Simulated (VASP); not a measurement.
# Rh in VASP: a series of runs, part 2 of 2

VASP 6.6.1. Earlier steps stand in the parts before.

## 3. Relaxation of cell and atoms, PBE

INCAR reads:

```
  ALGO = Fast
  EDIFF = 1E-6
  EDIFFG = -0.01
  ENCUT = 600
  GGA = PE
  IBRION = 2
  ISIF = 3
  ISMEAR = 0
  LASPH = T
  LCHARG = F
  LREAL = F
  LWAVE = F
  NELM = 100
  NSW = 100
  PREC = Accurate
  SIGMA = 0.1
```

KPOINTS reads:

```
k-points
0
Gamma
  28 28 28
```

POSCAR reads:

```
Rh
1.0
   -1.3614558644      1.3614558644      1.8949975207
    1.3614558644     -1.3614558644      1.8949975207
    1.3614558644      1.3614558644     -1.8949975207
Rh
1
Direct
    0.0000000000      0.0000000000      0.0000000000
```

Potentials or basis: VASP PAW PBE potentials, release 64 (Rh_pv).

On the command line:

```bash
cat potpaw_PBE.64/Rh_pv/POTCAR > POTCAR
mpirun -np 1 vasp_std > vasp.out
```

OUTCAR:

```text
EDIFF = 1E-6
   EDIFFG = -0.01
   ENCUT = 600
   GGA = PE
   IBRION = 2
   ISIF = 3
   ISMEAR = 0
   LASPH = T
   LREAL = F
   NELM = 100
   NSW = 100
   PREC = Accurate

 ion  position               nearest neighbor table
   1  0.000  0.000  0.000-

  LATTYP: Found a body centered tetragonal cell.
 ALAT       =     2.7229117288
 C/A-ratio  =     1.3918905271

  Lattice vectors:

 A1 = (  -1.3614558644,   1.3614558644,   1.8949975207)
 A2 = (   1.3614558644,  -1.3614558644,   1.8949975207)
 A3 = (   1.3614558644,   1.3614558644,  -1.8949975207)

Analysis of symmetry for initial positions (statically):
=====================================================================
 Subroutine PRICEL returns:
 Original cell was already a primitive cell.

 Routine SETGRP: Setting up the symmetry group for a
 body centered tetragonal supercell.

 Subroutine GETGRP returns: Found 16 space group operations
 (whereof 16 operations were pure point group operations)
 out of a pool of 16 trial point group operations.

The static configuration has the point symmetry D_4h.

Analysis of symmetry for dynamics (positions and initial velocities):
=====================================================================
 Subroutine PRICEL returns:
 Original cell was already a primitive cell.

 Routine SETGRP: Setting up the symmetry group for a
 body centered tetragonal supercell.

 Subroutine GETGRP returns: Found 16 space group operations
 (whereof 16 operations were pure point group operations)
 out of a pool of 16 trial point group operations.

The dynamic configuration has the point symmetry D_4h.

 Subroutine INISYM returns: Found 16 space group operations
 (whereof 16 operations are pure point group operations),
 and found     1 'primitive' translations

----------------------------------------------------------------------------------------

                                     Primitive cell

  volume of cell :      14.0500
[... 122 lines left out ...]
  energy-cutoff  :      600.00
  volume of cell :       14.05
 maximum number of plane-waves:       495
 NGX is ok and might be reduce to    24
   NGX = 11   NGY = 11   NGZ = 11

--------------------------------------- Ionic step        1  -------------------------------------------

 number of electron      15.0000001 magnetization

 Free energy of the ion-electron system (eV)
  ---------------------------------------------------
  ext. energy  EPLUGINS =         0.00000000
  ---------------------------------------------------
  free energy    TOTEN  =        -7.26041761 eV

  energy without entropy =       -7.25334527  energy(sigma->0) =       -7.25688144

------------------------ aborting loop because EDIFF is reached ----------------------------------------

  FORCE on cell =-STRESS in cart. coord.  units (eV):
  Direction    XX          YY          ZZ          XY          YZ          ZX
  --------------------------------------------------------------------------------------
  -------------------------------------------------------------------------------------
  Total       -0.0998172     -0.0998172      0.2204322      0.0000000      0.0000000      0.0000000
  in kB      -11.3825714    -11.3825714     25.1367894      0.0000000      0.0000000      0.0000000
  external PRESSURE =       0.7905489 kB  Pullay stress =       0.0000000 kB
[... 127 lines left out ...]
--------------------------------------- Ionic step        5  -------------------------------------------

 number of electron      15.0000000 magnetization

 Free energy of the ion-electron system (eV)
  ---------------------------------------------------
  ext. energy  EPLUGINS =         0.00000000
  ---------------------------------------------------
  free energy    TOTEN  =        -7.26210690 eV

  energy without entropy =       -7.25504222  energy(sigma->0) =       -7.25857456

 E-fermi :  11.5191     XC(G=0): -13.8958

 val. band max:       11.5186774461   @ k =  -0.1786  -0.2857   0.1429
 cond. band min:      11.5193610955   @ k =  -0.2857  -0.2857   0.2500
 fundamental gap:      0.0006836495
 Fermi energy:        11.5190698716

 k-point     1 :       0.0000    0.0000    0.0000
  band No.  band energies     occupation
      1     -34.8244      2.00000
      2     -34.8244      2.00000
      3     -34.8243      2.00000
      4       3.7168      2.00000
      5       8.5394      2.00000
      6       8.5422      2.00000
      7       8.5422      2.00000
      8      10.5563      2.00000
      9      10.5595      2.00000
     10      27.5297      0.00000
     11      32.1143      0.00000
[... 309 lines left out ...]
 k-point    24 :       0.3214    0.0357   -0.0000
  band No.  band energies     occupation
      1     -35.3373      2.00000
      2     -34.9070      2.00000
      3     -34.8910      2.00000
      4       5.7656      2.00000
      5       8.7058      2.00000
      6       8.7387      2.00000
      7       9.4843      2.00000
      8      11.1276      2.00000
      9      11.5771      0.41221
     10      23.7765      0.00000
     11      28.2225      0.00000

 [... further k-points ...]
[... 5 lines left out ...]
  --------------------------------------------------------------------------------------
  -------------------------------------------------------------------------------------
  Total        0.0068661      0.0068661      0.0009917      0.0000000      0.0000000      0.0000000
  in kB        0.7834310      0.7834310      0.1131554      0.0000000      0.0000000      0.0000000
  external PRESSURE =       0.5600058 kB  Pullay stress =       0.0000000 kB
[... 16 lines left out ...]
  FREE ENERGIE OF THE ION-ELECTRON SYSTEM (eV)
  ---------------------------------------------------
  free  energy   TOTEN  =        -7.2621068983 eV

  energy  without entropy=       -7.2550422239  energy(sigma->0) =       -7.25857456

 reached required accuracy - stopping structural energy minimisation
```

OSZICAR:

```text
N       E                     dE             d eps       ncg     rms          rms(c)
DAV:   1     0.125213649923E+03    0.12521E+03   -0.10159E+04 36082   0.162E+03
DAV:   2    -0.611272868821E+01   -0.13133E+03   -0.12585E+03 36840   0.409E+02
[... 35 lines left out ...]
DAV:   1    -0.726707134494E+01   -0.51358E-02   -0.74104E-02 38164   0.447E+00    0.490E-01
RMM:   2    -0.726211877230E+01    0.49526E-02   -0.11943E-02 36058   0.134E+00    0.909E-02
RMM:   3    -0.726210353484E+01    0.15237E-04   -0.44908E-04 36058   0.250E-01    0.527E-02
RMM:   4    -0.726210627338E+01   -0.27385E-05   -0.60664E-05 36058   0.108E-01    0.811E-03
RMM:   5    -0.726210686513E+01   -0.59175E-06   -0.12844E-05 36042   0.531E-02    0.474E-03
RMM:   6    -0.726210689830E+01   -0.33171E-07   -0.32256E-06 27167   0.280E-02
   5 F= -.72621069E+01 E0= -.72585746E+01  d E =-.303557E-04
```

CONTCAR:

```text
Rh
   1.00000000000000
    -1.3538757893160953    1.3538757893160953    1.9151580581171537
     1.3538757893160953   -1.3538757893160953    1.9151580581171537
     1.3538757893160953    1.3538757893160953   -1.9151580581171537
  Rh
     1
Direct
     0.0000000000000000    0.0000000000000000    0.0000000000000000

  0.00000000E+00  0.00000000E+00  0.00000000E+00
```

Run time: 9 min. Hardware: 1 thread of Intel Xeon Platinum 8375C at 2.90GHz (Ice Lake), shared host; peak memory 0.44 GiB.

Results:

- Free energy: -7.2621 eV
- Relaxed volume: 14.04 Å³/atom
- Relaxed cell: a = 2.708 Å, b = 2.708 Å, c = 2.708 Å, α = 120.01°, β = 120.01°, γ = 89.99°
- Space group after relaxing (to 0.05 Å): Fm-3m (No. 225)
- Energy gained by relaxing: 1.7 meV/atom
- Ionic steps: 5
- Pressure after relaxing: 0.1 GPa

Step by step:
```csv
step,energy change (eV),largest force (eV/Å),pressure (GPa),volume (Å³)
1,0.0000,0.0000,0.08,14.05
2,-0.0017,0.0000,-0.39,14.06
3,-0.0017,0.0000,-0.43,14.06
4,-0.0015,0.0000,0.91,13.99
5,-0.0017,0.0000,0.06,14.04
```

Final structure:
```
Rh
1.0
    -1.35388    1.35388    1.91516
     1.35388   -1.35388    1.91516
     1.35388    1.35388   -1.91516
Rh
1
Direct
  0.00000 0.00000 0.00000
```
